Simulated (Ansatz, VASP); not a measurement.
# Al in VASP and in Ansatz

File POSCAR:

```
Al
1.0
   -1.5943685756      1.5943685756      1.5943685756
    1.5943685756     -1.5943685756      1.5943685756
    1.5943685756      1.5943685756     -1.5943685756
Al
1
Direct
    0.0000000000      0.0000000000      0.0000000000
```

File INCAR.step1:

```
PREC = Accurate
ENCUT = 520
ISMEAR = 0
SIGMA = 0.15
LREAL = F
LASPH = T
NELM = 60
NBANDS = 8
GGA = PE
ALGO = Normal
EDIFF = 1E-4
LWAVE = T
LCHARG = F
```

File INCAR.step2:

```
PREC = Accurate
ENCUT = 520
EDIFF = 1E-7
ISMEAR = 0
SIGMA = 0.15
LREAL = F
LASPH = T
NELM = 60
ALGO = Normal
ISIF = 2
LWAVE = F
LCHARG = F
METAGGA = R2SCAN
LMIXTAU = T
NBANDS = 8
ISTART = 1
```

File KPOINTS:

```
regular mesh
0
Gamma
  30 30 30
```

Input for Ansatz:

```yaml
crystal:
  lattice:
    - [-1.5943685756, 1.5943685756, 1.5943685756]
    - [1.5943685756, -1.5943685756, 1.5943685756]
    - [1.5943685756, 1.5943685756, -1.5943685756]
  atoms:
    - { symbol: Al, position: [0.0, 0.0, 0.0] }
basis:
  ecutwfc: 500
kpoints:
  mp_grid: { grid: [30, 30, 30] }
hamiltonian:
  xc: r2scan
scf:
  occupations: { method: gaussian, width: 0.15 }
output:
  forces: true
  stress: true
  eigenvalues: true
```

Alike in both runs: task single point; functional r2SCAN; k mesh 30 × 30 × 30; occupations gaussian, width 0.15 eV; no spin polarisation.

|  | VASP | Ansatz |
| --- | --- | --- |
| version | VASP 6.6.1 | Ansatz 0.2.0 |
| potentials or method | VASP PAW PBE potentials, release 64 (Al), cutoff 520 eV | scalar-relativistic, plane waves, PAW |
| valence electrons in the cell | 3 | 3 |

Ansatz gave:

```
gap on the k mesh at the Fermi level (eV) : none
pressure (GPa)                            : -0.1
```

Estimate VASP's values.

gap on the k mesh at the Fermi level (eV): none; pressure (GPa): -0.4.

VASP's potentials were made for PBE, not for r2SCAN. A gap of «none» marks a metal or a gap that the smearing closes.
